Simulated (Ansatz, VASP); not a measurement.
Two plane-wave programs on Be2Se

File INCAR:

```
SYSTEM = Be2Se
PREC     = Accurate       ! precision mode
ENCUT    = 600            ! plane-wave cutoff, eV
EDIFF    = 1E-7           ! SCF threshold, eV
ISMEAR   = 0              ! smearing method
SIGMA    = 0.2            ! smearing width, eV
LREAL    = .FALSE.        ! projectors in reciprocal space
LASPH    = .TRUE.         ! aspherical terms in the spheres
NELM     = 60             ! most SCF steps
ALGO     = Normal         ! electronic algorithm
ISIF     = 3              ! what is computed and relaxed
LWAVE    = .FALSE.        ! write WAVECAR
LCHARG   = .FALSE.        ! write CHGCAR
GGA      = PE             ! functional
IBRION   = 2              ! ionic algorithm
NSW      = 36             ! ionic steps
EDIFFG   = -0.08          ! ionic threshold
```

Contents of KPOINTS:

```
regular mesh
0
G
  5 5 2
  0 0 0
```

File POSCAR:

```
Be2Se
1.0
    3.5500000000      0.0000000000      0.0000000000
    0.0000000000      3.5500000000      0.0000000000
    0.0000000000      0.0000000000      9.9000000000
Be Se
6 3
Direct
    0.5000000000      0.0000000000      0.6180000000
    0.0000000000      0.0000000000      0.5000000000
    0.0000000000      0.5000000000      0.3820000000
    0.5000000000      0.5000000000      0.5000000000
    0.5000000000      0.0000000000      0.1280000000
    0.0000000000      0.5000000000      0.8720000000
    0.5000000000      0.5000000000      0.7430000000
    0.5000000000      0.5000000000      0.2570000000
    0.0000000000      0.0000000000      0.0000000000
```

Input for Ansatz:

```yaml
crystal:
  lattice:
    - [3.55, 0.0, 0.0]
    - [0.0, 3.55, 0.0]
    - [0.0, 0.0, 9.9]
  atoms:
    - { symbol: Be, position: [0.5, 0.0, 0.618] }
    - { symbol: Be, position: [0.0, 0.0, 0.5] }
    - { symbol: Be, position: [0.0, 0.5, 0.382] }
    - { symbol: Be, position: [0.5, 0.5, 0.5] }
    - { symbol: Be, position: [0.5, 0.0, 0.128] }
    - { symbol: Be, position: [0.0, 0.5, 0.872] }
    - { symbol: Se, position: [0.5, 0.5, 0.743] }
    - { symbol: Se, position: [0.5, 0.5, 0.257] }
    - { symbol: Se, position: [0.0, 0.0, 0.0] }
basis:
  ecutwfc: 420
kpoints:
  mp_grid: { grid: [5, 5, 2] }
hamiltonian:
  xc: pbe
scf:
  occupations: { method: gaussian, width: 0.2 }
  lower_state_search: "off"
output:
  forces: true
  stress: true
  eigenvalues: true
relax:
  adjacent_minimum: "off"
  f_tol: 0.08
  max_steps: 16
  cell: { stress_tol: 0.8 }
```

Alike in both runs: task relaxation of cell and atoms; functional PBE; k mesh 5 × 5 × 2; occupations gaussian, width 0.2 eV; no spin polarisation.

```csv
,VASP,Ansatz
version,VASP 6.6.1,Ansatz 0.2.0
potentials or method,"VASP PAW PBE potentials, release 64 (Be, Se), cutoff 600 eV","scalar-relativistic, plane waves, PAW"
valence electrons in the cell,30,60
```

Ansatz gave:

| Item | Value |
| --- | --- |
| gap on the k mesh at the Fermi level, each at its own relaxed structure (eV) | none |
| relaxed volume (Å³/atom) | 15.08 |
| relaxed cell length with the largest relative difference (Å) | 3.465 |

Question: Estimate VASP's values.

Answer: gap on the k mesh at the Fermi level, each at its own relaxed structure (eV): none; relaxed volume (Å³/atom): 15.03; relaxed cell length with the largest relative difference (Å): 3.460.

A gap of «none» marks a metal or a gap that the smearing closes. VASP's potentials hold 30 valence electrons a cell and Ansatz's 60, so a difference there can come from the potentials and not from the codes.
